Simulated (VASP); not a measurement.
# KCl (Sylvite) (Fm-3m) in VASP: single point with PBEsol

Aim: the single point of KCl (Sylvite) with PBEsol.

Program: VASP 6.6.1. These are calculated values, not measurements. Logs are shortened: lines on timing, memory, paths and dates and some standing lists are left out, and cuts for length are marked.

### 1 The cell of the first run

Symmetry: Fm-3m, No. 225, cubic system. The conventional cell has a = 6.293 Å, b = 6.293 Å, c = 6.293 Å, α = 90.00°, β = 90.00°, γ = 90.00°. K (site symmetry m-3m) has 6 Cl at 3.15 Å within 4.1 Å. Cl (site symmetry m-3m) has 6 K at 3.15 Å within 4.1 Å.

### 2 Single point, PBEsol

File INCAR:

```
  ALGO = Normal
  EDIFF = 1E-6
  ENCUT = 520
  GGA = PS
  ISIF = 2
  ISMEAR = 0
  LASPH = True
  LCHARG = False
  LREAL = False
  LWAVE = False
  NBANDS = 15
  NELM = 80
  PREC = Accurate
  SIGMA = 0.01
```

File KPOINTS:

```
k-points
0
Gamma
  3 3 3
```

File POSCAR:

```
KCl
1.0
    0.0000000000      3.1464700000      3.1464700000
    3.1464700000      0.0000000000      3.1464700000
    3.1464700000      3.1464700000      0.0000000000
K Cl
1 1
Direct
    0.0000000000      0.0000000000      0.0000000000
    0.5000000000      0.5000000000      0.5000000000
```

Potentials or basis: VASP PAW PBE potentials, release 64 (K_sv, Cl).

Command:

```bash
$ cat potpaw_PBE.64/K_sv/POTCAR potpaw_PBE.64/Cl/POTCAR > POTCAR
$ mpirun -np 1 vasp_std > vasp.out
```

OUTCAR:

```text
EDIFF = 1E-6
   ENCUT = 520
   GGA = PS
   ISIF = 2
   ISMEAR = 0
   LASPH = True
   LREAL = False
   NELM = 80
   PREC = Accurate

 ion  position               nearest neighbor table
   1  0.000  0.000  0.000-   2 3.15   2 3.15   2 3.15   2 3.15   2 3.15   2 3.15
   2  0.500  0.500  0.500-   1 3.15   1 3.15   1 3.15   1 3.15   1 3.15   1 3.15

  LATTYP: Found a face centered cubic cell.
 ALAT       =     6.2929400000

  Lattice vectors:

 A1 = (   0.0000000000,   3.1464700000,   3.1464700000)
 A2 = (   3.1464700000,   0.0000000000,   3.1464700000)
 A3 = (   3.1464700000,   3.1464700000,   0.0000000000)

Analysis of symmetry for initial positions (statically):
=====================================================================
 Subroutine PRICEL returns:
 Original cell was already a primitive cell.

 Routine SETGRP: Setting up the symmetry group for a
 face centered cubic supercell.

 Subroutine GETGRP returns: Found 48 space group operations
 (whereof 48 operations were pure point group operations)
 out of a pool of 48 trial point group operations.

The static configuration has the point symmetry O_h .

Analysis of symmetry for dynamics (positions and initial velocities):
=====================================================================
 Subroutine PRICEL returns:
 Original cell was already a primitive cell.

 Routine SETGRP: Setting up the symmetry group for a
 face centered cubic supercell.

 Subroutine GETGRP returns: Found 48 space group operations
 (whereof 48 operations were pure point group operations)
 out of a pool of 48 trial point group operations.

The dynamic configuration has the point symmetry O_h .

 Subroutine INISYM returns: Found 48 space group operations
 (whereof 48 operations are pure point group operations),
 and found     1 'primitive' translations

----------------------------------------------------------------------------------------

                                     Primitive cell

  volume of cell :      62.3018

  direct lattice vectors                    reciprocal lattice vectors
     0.000000000  3.146470000  3.146470000    -0.158908237  0.158908237  0.158908237
     3.146470000  0.000000000  3.146470000     0.158908237 -0.158908237  0.158908237
     3.146470000  3.146470000  0.000000000     0.158908237  0.158908237 -0.158908237

  length of vectors
     4.449780548  4.449780548  4.449780548     0.275237140  0.275237140  0.275237140

  position of ions in fractional coordinates (direct lattice)
     0.000000000  0.000000000  0.000000000
     0.500000000  0.500000000  0.500000000

  ion indices of the primitive-cell ions
   primitive index   ion index
                 1           1
                 2           2

----------------------------------------------------------------------------------------

 KPOINTS: k-points

Automatic generation of k-mesh.
 Grid dimensions read from file:
 generate k-points for:    3    3    3

 Generating k-lattice:

  Cartesian coordinates                     Fractional coordinates (reciprocal lattice)
    -0.052969412  0.052969412  0.052969412     0.333333333  0.000000000  0.000000000
     0.052969412 -0.052969412  0.052969412     0.000000000  0.333333333  0.000000000
     0.052969412  0.052969412 -0.052969412     0.000000000  0.000000000  0.333333333

  Length of vectors
     0.091745713  0.091745713  0.091745713

  Shift w.r.t. Gamma in fractional coordinates (k-lattice)
     0.000000000  0.000000000  0.000000000

 Subroutine IBZKPT returns following result:
 ===========================================

 Found      4 irreducible k-points:

 Following reciprocal coordinates:
            Coordinates               Weight
  0.000000  0.000000  0.000000      1.000000
  0.333333  0.000000  0.000000      8.000000
  0.333333  0.333333  0.000000      6.000000
 -0.333333  0.333333  0.000000     12.000000
   k-points           NKPTS =      4   k-points in BZ     NKDIM =      4   number of bands    NBANDS=     15
   number of dos      NEDOS =    301   number of ions     NIONS =      2
   total plane-waves  NPLWV =  46656
   dimension x,y,z NGX =    36 NGY =   36 NGZ =   36
   dimension x,y,z NGXF=    72 NGYF=   72 NGZF=   72
   ions per type =               1   1
   NGX,Y,Z   is equivalent  to a cutoff of  13.45, 13.45, 13.45 a.u.
   NGXF,Y,Z  is equivalent  to a cutoff of  26.90, 26.90, 26.90 a.u.
 SYSTEM =  unknown system
   PREC   = accura    normal or accurate (medium, high low for compatibility)
   ISTART =      0    job   : 0-new  1-cont  2-samecut
   ICHARG =      2    charge: 1-file 2-atom 10-const
   ISPIN  =      1    spin polarized calculation?
   LNONCOLLINEAR =      F non collinear calculations
   LSORBIT =      F    spin-orbit coupling
   LASPH  =      T    aspherical Exc in radial PAW
   ENCUT  =  520.0 eV  38.22 Ry    6.18 a.u.   8.27  8.27  8.27*2*pi/ulx,y,z
   NELM   =     80;   NELMIN=  2; NELMDL= -5     # of ELM steps
   EDIFF  = 0.1E-05   stopping-criterion for ELM
   LREAL  =      F    real-space projection
   EDIFFG = 0.1E-04   stopping-criterion for IOM
   NSW    =      0    number of steps for IOM
   IBRION =     -1    ionic relax: 0-MD 1-quasi-New 2-CG
   NFREE  =      0    steps in history (QN), initial steepest desc. (CG)
   ISIF   =      2    stress and relaxation
   ISYM   =      2    0-nonsym 1-usesym 2-fastsym
   POTIM  = 0.5000    time-step for ionic-motion
   TEBEG  =    0.0;   TEEND  =   0.0 temperature during run
   PSTRESS=    0.0 pullay stress
   NELECT =      16.0000    total number of electrons
   NUPDOWN=      -1.0000    fix difference up-down
   EMIN   =  10.00;   EMAX   =-10.00  energy-range for DOS
   EFERMI =   0.00;   METHOD = LEGACY
   ISMEAR =     0;   SIGMA  =   0.01  broadening in eV -4-tet -1-fermi 0-gaus
   EFERMI_NEDOS =   21; number of points for ismear=-14 and -15
   IALGO  =     38    algorithm
   IMIX   =      4    mixing-type and parameters
     AMIX     =   0.40;   BMIX     =  1.00
     AMIX_MAG =   1.60;   BMIX_MAG =  1.00
  volume/ion in A,a.u.               =      31.15       210.22
  Fermi-wavevector in a.u.,A,eV,Ry     =   1.040594  1.966437 14.732871  1.082835
  Thomas-Fermi vector in A             =   2.175177
   LORBIT       =      0    0 simple, 1 ext, 2 COOP (PROOUT), +10 PAW based schemes
   GGA     = PS    functional components
   LHFCALC =     F    Hartree Fock is set to
   AEXX    =    0.0000 exact exchange contribution
   IVDW    =     0    specifies the selected vdW correction
   LEPSILON=     F    determine dielectric tensor
   LRPA    =     F    only Hartree local field effects (RPA)
 non-spin polarized calculation
 Gauss-broadening in eV      SIGMA  =   0.01
  energy-cutoff  :      520.00
  volume of cell :       62.30
 maximum number of plane-waves:      1687
 NGX is ok and might be reduce to    36
   NGX = 17   NGY = 17   NGZ = 17

 number of electron      16.0000001 magnetization

 Free energy of the ion-electron system (eV)
  ---------------------------------------------------
  ext. energy  EPLUGINS =         0.00000000
  ---------------------------------------------------
  free energy    TOTEN  =        -7.01865427 eV

  energy without entropy =       -7.01865427  energy(sigma->0) =       -7.01865427

 E-fermi :  -1.8383     XC(G=0):  -7.7186

 val. band max:       -1.9011589446   @ k =   0.0000   0.0000   0.0000
 cond. band min:       3.1188024583   @ k =   0.0000   0.0000   0.0000
 fundamental gap:      5.0199614029
 Fermi energy:        -1.8383173816

 k-point     1 :       0.0000    0.0000    0.0000
  band No.  band energies     occupation
      1     -28.9519      2.00000
      2     -13.9915      2.00000
      3     -12.4782      2.00000
      4     -12.4782      2.00000
      5     -12.4782      2.00000
      6      -1.9012      2.00000
      7      -1.9012      2.00000
      8      -1.9012      2.00000
      9       3.1188      0.00000
     10       6.3901      0.00000
     11       6.3901      0.00000
     12       6.3901      0.00000
     13       7.2751      0.00000
     14       7.2751      0.00000
     15      10.8448      0.00000

 k-point     2 :       0.3333    0.0000    0.0000
  band No.  band energies     occupation
      1     -28.9436      2.00000
      2     -14.1331      2.00000
      3     -12.4854      2.00000
      4     -12.4854      2.00000
      5     -12.2951      2.00000
      6      -2.7590      2.00000
      7      -2.1559      2.00000
      8      -2.1559      2.00000
      9       4.9914      0.00000
     10       6.2495      0.00000
     11       7.6818      0.00000
     12       7.6818      0.00000
     13       8.5988      0.00000
     14       8.5988      0.00000
     15      10.8868      0.00000

 k-point     3 :       0.3333    0.3333    0.0000
  band No.  band energies     occupation
      1     -28.9411      2.00000
      2     -13.9923      2.00000
      3     -12.5215      2.00000
      4     -12.5215      2.00000
      5     -12.4722      2.00000
      6      -2.6302      2.00000
      7      -2.0862      2.00000
      8      -2.0862      2.00000
      9       4.8310      0.00000
     10       5.3241      0.00000
     11       7.9859      0.00000
     12       8.6120      0.00000
     13       8.8218      0.00000
     14       8.8218      0.00000
     15       9.8008      0.00000

 k-point     4 :      -0.3333    0.3333    0.0000
  band No.  band energies     occupation
      1     -28.9383      2.00000
      2     -14.0372      2.00000
      3     -12.5829      2.00000
      4     -12.5075      2.00000
      5     -12.3721      2.00000
      6      -2.6169      2.00000
      7      -2.4099      2.00000
      8      -2.2247      2.00000
      9       5.6393      0.00000
     10       6.6525      0.00000
     11       7.7142      0.00000
     12       8.0149      0.00000
     13       8.7517      0.00000
     14       9.4636      0.00000
     15      10.4874      0.00000

------------------------ aborting loop because EDIFF is reached ----------------------------------------

  FORCE on cell =-STRESS in cart. coord.  units (eV):
  Direction    XX          YY          ZZ          XY          YZ          ZX
  --------------------------------------------------------------------------------------
  -------------------------------------------------------------------------------------
  Total       -0.1298377     -0.1298377     -0.1298377     -0.0000000      0.0000000      0.0000000
  in kB       -3.3389555     -3.3389555     -3.3389555     -0.0000000      0.0000000      0.0000000
  external PRESSURE =      -3.3389555 kB  Pullay stress =       0.0000000 kB

 VOLUME and BASIS-vectors are now :
 -----------------------------------------------------------------------------
  energy-cutoff  :      520.00
  volume of cell :       62.30
      direct lattice vectors                 reciprocal lattice vectors
     0.000000000  3.146470000  3.146470000    -0.158908237  0.158908237  0.158908237
     3.146470000  0.000000000  3.146470000     0.158908237 -0.158908237  0.158908237
     3.146470000  3.146470000  0.000000000     0.158908237  0.158908237 -0.158908237

 POSITION                                       TOTAL-FORCE (eV/Angst)
 -----------------------------------------------------------------------------------
      0.00000      0.00000      0.00000        -0.000000     -0.000000      0.000000
      3.14647      3.14647      3.14647         0.000000      0.000000     -0.000000
 -----------------------------------------------------------------------------------
    total drift:                                0.000000      0.000000      0.000000

  FREE ENERGIE OF THE ION-ELECTRON SYSTEM (eV)
  ---------------------------------------------------
  free  energy   TOTEN  =        -7.0186542671 eV

  energy  without entropy=       -7.0186542671  energy(sigma->0) =       -7.01865427
```

Run time: 5.6 s. Hardware: 1 thread of Intel Xeon 6975P-C, shared host; peak memory 0.2 GiB.

What came out:

```
Free energy            : -7.0187 eV
Pressure               : -0.3 GPa
Band gap on the k mesh : 5.02 eV, direct
```

Levels at points of the mesh, in eV from the valence-band top:
```tsv
k point	band 5	band 6	band 7	band 8	band 9	band 10	band 11	band 12
(0.00, 0.00, 0.00)	-10.58	0.00	0.00	0.00	5.02	8.29	8.29	8.29
```

Caveat: the k points lie up to 0.58 Å⁻¹ apart; the PAW data sets were made with another functional, which shifts forces and pressure a little. PBEsol gaps usually lie below the measured ones, often by a third to a half.
